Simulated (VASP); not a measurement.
Wanted: the native input for a VASP 6.6.1 run.

```yaml
Task: single point
Functional: PBE
Potentials_or_basis: VASP PAW PBE potentials, release 64 (Hg, Te)
Cutoff: 520 eV
k_mesh: 11 × 11 × 11
Occupations: fermi-dirac, width 0.03 eV
Spin: no spin polarisation
Dipole_correction: no
k_mesh_for_the_DOS: 17 × 17 × 17
Occupations_for_the_DOS: tetrahedron
Further_INCAR_settings: ALGO = Normal; EDIFF = 1e-07; NBANDS = 16
```

The system is HgTe.

```
Hg Te
1.0
     0.00000    3.22350    3.22350
     3.22350    0.00000    3.22350
     3.22350    3.22350    0.00000
Hg Te
1 1
Direct
  0.00000 0.00000 0.00000
  0.75000 0.75000 0.75000
```

The input as run:

POSCAR

```
HgTe
1.0
    0.0000000000      3.2235000000      3.2235000000
    3.2235000000      0.0000000000      3.2235000000
    3.2235000000      3.2235000000      0.0000000000
Hg Te
1 1
Direct
    0.0000000000      0.0000000000      0.0000000000
    0.7500000000      0.7500000000      0.7500000000
```

INCAR.step1

```
SYSTEM = HgTe
PREC = Accurate
ENCUT = 520
EDIFF = 1E-7
ISMEAR = -1
SIGMA = 0.03
LREAL = .False.
LASPH = .True.
NELM = 100
ALGO = Normal
ISIF = 2
LWAVE = .False.
LCHARG = .True.
GGA = PE
NBANDS = 16
```

KPOINTS.step1

```
regular mesh
0
Gamma
  11 11 11
  0 0 0
```

INCAR.step2

```
SYSTEM = HgTe
PREC = Accurate
ENCUT = 520
EDIFF = 1E-7
ISMEAR = -5
SIGMA = 0.03
LREAL = .False.
LASPH = .True.
NELM = 100
ALGO = Normal
ISIF = 2
LWAVE = .False.
LCHARG = .False.
GGA = PE
LORBIT = 11
NBANDS = 16
NEDOS = 2001
ICHARG = 11
```

KPOINTS.step2

```
regular mesh
0
Gamma
  17 17 17
  0 0 0
```

Potentials or basis: VASP PAW PBE potentials, release 64 (Hg, Te).

Command:

```bash
$ cat potpaw_PBE.64/Hg/POTCAR potpaw_PBE.64/Te/POTCAR > POTCAR
$ cp INCAR.step1 INCAR
$ cp KPOINTS.step1 KPOINTS
$ mpirun -np 1 vasp_std > vasp.out
$ cp INCAR.step2 INCAR
$ cp KPOINTS.step2 KPOINTS
$ mpirun -np 1 vasp_std > vasp.out
```

It gave:

```json
{
 "Valence electrons inside the program's atomic spheres": "Hg 10.54; Te 3.39"
}
```

Run time: 5.3 min on 1 thread of Intel Xeon 8259CL, with other jobs on the host, peak memory 0.33 GiB.
